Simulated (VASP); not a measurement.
**In8Sb9: single point with PBE**

In8Sb9, a slab with vacuum:

```
In Sb
1.0
     9.17358    0.00000    0.00000
     0.00000    6.48670    0.00000
     0.00000    0.00000   18.88018
In Sb
8 9
Direct
  0.00000 0.00000 0.05297
  0.75482 0.58421 0.19689
  0.28474 0.60985 0.19359
  0.50000 0.00000 0.05297
  0.48511 0.20403 0.32551
  0.31658 0.65092 0.49104
  0.78806 0.64057 0.47342
  0.98877 0.08502 0.27642
  0.02783 0.35437 0.14932
  0.25000 0.75000 0.05297
  0.75000 0.75000 0.05297
  0.49018 0.27373 0.18729
  0.49114 0.11060 0.46838
  0.72061 0.87769 0.32508
  0.21193 0.76689 0.33673
  0.05008 0.40942 0.40521
  0.55097 0.48370 0.54849
```

| Quantity | Value |
| --- | --- |
| Program | VASP 6.6.1 |
| Task | single point |
| Functional | PBE |
| Potentials or basis | VASP PAW PBE potentials, release 64 (In_d, Sb) |
| Cutoff | 520 eV |
| k mesh | 2 × 2 × 1 |
| Occupations | fermi-dirac, width 0.15 eV |
| Spin | no spin polarisation |
| Dipole correction | no |
| Further INCAR settings | LREAL = Auto; ALGO = Normal; EDIFF = 1e-06; NBANDS = 88 |

- Largest force: 2.006 eV/Å
- Band gap on the k mesh: zero (an odd number of electrons rules out a gap without spin polarisation)

Forces on the atoms (eV/Å):
```
In  -0.074  0.219  0.670
In  -0.134 -0.004  0.148
In  -0.228 -0.022  0.414
In   0.047  0.145  0.435
In   0.096 -0.365  0.729
In  -1.551  0.576 -1.134
In   0.610  0.265 -1.292
In   0.093  0.021  0.375
Sb  -0.433 -0.198  0.520
Sb  -0.011 -0.182 -0.612
Sb   0.013 -0.201 -0.375
Sb   0.388  0.747 -1.072
Sb   0.022  0.303  0.415
Sb   0.265 -0.425 -0.032
Sb  -0.256 -0.196 -0.162
Sb   0.427  0.629 -0.009
Sb   0.724 -1.313  0.982
```

Levels at points of the mesh, in eV from the Fermi level:
```
           k point  band 70  band 71  band 72  band 73  band 74  band 75  band 76  band 77  band 78  band 79
(0.00, 0.00, 0.00)    -0.92    -0.85    -0.82    -0.29    -0.17    -0.09     0.19     0.33     0.60     0.89
(0.50, 0.00, 0.00)    -0.94    -0.93    -0.81    -0.67    -0.15     0.13     0.20     0.46     0.67     0.92
(0.00, 0.50, 0.00)    -0.70    -0.58    -0.56    -0.44    -0.23    -0.07     0.10     0.48     0.67     0.90
(0.50, 0.50, 0.00)    -0.86    -0.83    -0.65    -0.53    -0.48     0.04     0.54     0.75     0.91     0.99
```

Run time: 22 min on 1 thread of Oxide Virtual Turin-like Processor, on a shared host, peak memory 0.95 GiB.

Caveat: the k points lie up to 0.48 Å⁻¹ apart, too coarse for converged energies and pressures of a metal; the atoms stand as in a frame of molecular dynamics; there is no dipole correction, which matters where the two faces differ; spin-orbit coupling is left out, which moves the levels of the heavy elements; an odd number of electrons without spin polarisation forces a metal; a magnetic or distorted state may lie lower.
